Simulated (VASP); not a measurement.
Write the native input for VASP 6.6.1 that does the following.

```yaml
Task: single point
Functional: PBE
Potentials_or_basis: VASP PAW PBE potentials, release 64 (Si, C, N)
Cutoff: 520 eV
k_mesh: 4 × 10 × 4
Occupations: fermi-dirac, width 0.02 eV
Spin: no spin polarisation
Dipole_correction: no
Further_INCAR_settings: ALGO = Normal; EDIFF = 1e-06; NBANDS = 45
```

The structure of Si3C3N8 lies in POSCAR:

```
Si3C3N8
1.0
    7.0440121136      0.0000000000     -0.0926679357
    0.0000000000      2.7106124639      0.0000000000
   -3.6025214000      0.0000000000      6.1407718745
Si C N
3 3 8
Direct
    0.5997814474      0.5000000000      0.8197335947
    0.8183341719      0.0000000000      0.2390580696
    0.2359299500      0.5000000000      0.4046037682
    0.7739361626      0.0000000000      0.5849787797
    0.1775451951      0.5000000000      0.7788852943
    0.4049916295      0.0000000000      0.1809037740
    0.3173799276      0.5000000000      0.6783028114
    0.6453489309      0.0000000000      0.3349794626
    0.7085006941      0.5000000000      0.6513026229
    0.6893309238      0.0000000000      0.9688813833
    0.0267175658      0.0000000000      0.7059048534
    0.9694938810      0.5000000000      0.3184424650
    0.2978320639      0.0000000000      0.3043429350
    0.3348774564      0.5000000000      0.0296801857
```

One way to write it, as run:

INCAR

```
PREC = Accurate
ENCUT = 520
EDIFF = 1E-6
ISMEAR = -1
SIGMA = 0.02
LREAL = False
LASPH = True
NELM = 100
ALGO = Normal
ISIF = 2
LWAVE = False
LCHARG = False
GGA = PE
NBANDS = 45
```

KPOINTS

```
regular mesh
0
Gamma
  4 10 4
```

Potentials or basis: VASP PAW PBE potentials, release 64 (Si, C, N).

Launch:

```sh
$ cat potpaw_PBE.64/Si/POTCAR potpaw_PBE.64/C/POTCAR potpaw_PBE.64/N/POTCAR > POTCAR
$ mpirun -np 1 vasp_std > vasp.out
```

It gave:

```json
{
  "Pressure": "5.6 GPa",
  "Largest force": "0.315 eV/Å",
  "Band gap on the k mesh": "2.14 eV, indirect (least direct gap 2.45 eV)"
}
```

Run time: 8.4 min on 1 thread of Intel Xeon 8259CL, with other jobs on the host, peak memory 0.38 GiB.
